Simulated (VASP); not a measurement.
A run of VASP 6.6.1 is set up as follows.

INCAR

```
PREC = Accurate
ENCUT = 520
EDIFF = 1E-6
ISMEAR = -1
SIGMA = 0.1
LREAL = F
LASPH = T
NELM = 80
ALGO = Normal
ISIF = 2
LWAVE = F
LCHARG = T
GGA = RE
LELF = T
LVHAR = T
NBANDS = 21
```

The input KPOINTS:

```
Automatic mesh
0
Gamma
  7 7 4
```

File POSCAR:

```
Ru
1.0
    2.7267774800      0.0000000000      0.0000000000
   -1.3633887400      2.3614585682      0.0000000000
    0.0000000000      0.0000000000      4.2622704932
Ru
2
Direct
    0.3333333333      0.6666666667      0.2500000000
    0.6666666667      0.3333333333      0.7500000000
```

Potentials or basis: VASP PAW PBE potentials, release 64 (Ru_pv).

The run is started by

```sh
$ cat potpaw_PBE.64/Ru_pv/POTCAR > POTCAR
$ mpirun -np 1 vasp_std > vasp.out
```

Q: What does it give for the pressure?

A: 5.0 GPa.

Q: What does it give for the band gap on the k mesh?

A: Zero (band 14 reaches 13.99 eV, above the bottom of band 15 at 11.24 eV).

Caveat: the k points lie up to 0.38 Å⁻¹ apart; the PAW data sets were made with another functional, which shifts forces and pressure a little.
